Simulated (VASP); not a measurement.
A run of VASP 6.6.1 is set up as follows.

INCAR

```
SYSTEM = B
ALGO     = Normal         ! electronic algorithm
EDIFF    = 1E-6           ! SCF threshold, eV
ENCUT    = 520            ! plane-wave cutoff, eV
GGA      = PE             ! functional
ISIF     = 2              ! what is computed and relaxed
ISMEAR   = 1              ! smearing method
LASPH    = .True.         ! aspherical terms in the spheres
LCHARG   = .False.        ! write CHGCAR
LREAL    = .False.        ! projectors in reciprocal space
LWAVE    = .False.        ! write WAVECAR
NBANDS   = 8              ! bands
NELM     = 80             ! most SCF steps
PREC     = Accurate       ! precision mode
SIGMA    = 0.15           ! smearing width, eV
```

File KPOINTS:

```
k-points
0
Gamma
  8 8 8
  0 0 0
```

The input POSCAR:

```
B
1.0
    0.0000000000      2.4563200000      2.4563200000
    2.4563200000      0.0000000000      2.4563200000
    2.4563200000      2.4563200000      0.0000000000
B
1
Direct
    0.0000000000      0.0000000000      0.0000000000
```

Potentials or basis: VASP PAW PBE potentials, release 64 (B).

Run with:

```sh
$ cat potpaw_PBE.64/B/POTCAR > POTCAR
$ mpirun -np 1 vasp_std > vasp.out
```

Task: Estimate the pressure.

Result: -9.8 GPa.
